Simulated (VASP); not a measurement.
Write the native input for VASP 6.6.1 that does the following.

| Property | Result |
| --- | --- |
| Task | single point |
| Functional | PBE |
| Potentials or basis | VASP PAW PBE potentials, release 64 (Ga_d, Sb) |
| Cutoff | 520 eV |
| k mesh | 12 × 12 × 8 |
| Occupations | gaussian, width 0.1 eV |
| Spin | no spin polarisation |
| Dipole correction | no |
| Further INCAR settings | ALGO = Normal; EDIFF = 1e-06; NBANDS = 26 |

The structure of GaSb lies in POSCAR:

```
GaSb
1.0
    3.0611274696      3.0611274696      0.0000000000
   -3.0611274696      3.0611274696      0.0000000000
    0.0000000000      0.0000000000      6.5884164829
Ga Sb
2 2
Direct
    0.0000000000      0.0000000000      0.0000000000
    0.5000000000      0.5000000000      0.5000000000
    0.5000000000      0.0000000000      0.2500000000
    0.0000000000      0.5000000000      0.7500000000
```

This cell differs from its parent crystal: uniaxial strain along c: +6.0 %.

The input as run:

INCAR

```
SYSTEM = GaSb
PREC     = Accurate       ! precision mode
ENCUT    = 520            ! plane-wave cutoff, eV
EDIFF    = 1E-6           ! SCF threshold, eV
ISMEAR   = 0              ! smearing method
SIGMA    = 0.1            ! smearing width, eV
LREAL    = .False.        ! projectors in reciprocal space
LASPH    = .True.         ! aspherical terms in the spheres
NELM     = 100            ! most SCF steps
ALGO     = Normal         ! electronic algorithm
ISIF     = 2              ! what is computed and relaxed
LWAVE    = .False.        ! write WAVECAR
LCHARG   = .True.         ! write CHGCAR
GGA      = PE             ! functional
LELF     = .True.         ! ELF
LVHAR    = .True.       
NBANDS   = 26             ! bands
```

KPOINTS

```
Automatic mesh
0
Gamma
  12 12 8
  0 0 0
```

Potentials or basis: VASP PAW PBE potentials, release 64 (Ga_d, Sb).

The run is started by

```sh
$ cat potpaw_PBE.64/Ga_d/POTCAR potpaw_PBE.64/Sb/POTCAR > POTCAR
$ mpirun -np 1 vasp_std > vasp.out
```

Results of the run:

The pressure is -1.2 GPa. The band gap on the k mesh is zero (filled and empty bands touch).

Caveat: the cell differs from its parent crystal (uniaxial strain along c: +6.0 %); semilocal functionals underestimate gaps, and a narrow one can read as zero; spin-orbit coupling is left out, which moves the levels of the heavy elements.

Wall time 3.5 min on 1 thread of Intel(R) Xeon(R) Platinum 8488C (Sapphire Rapids) (shared host), peak memory 0.5 GiB.
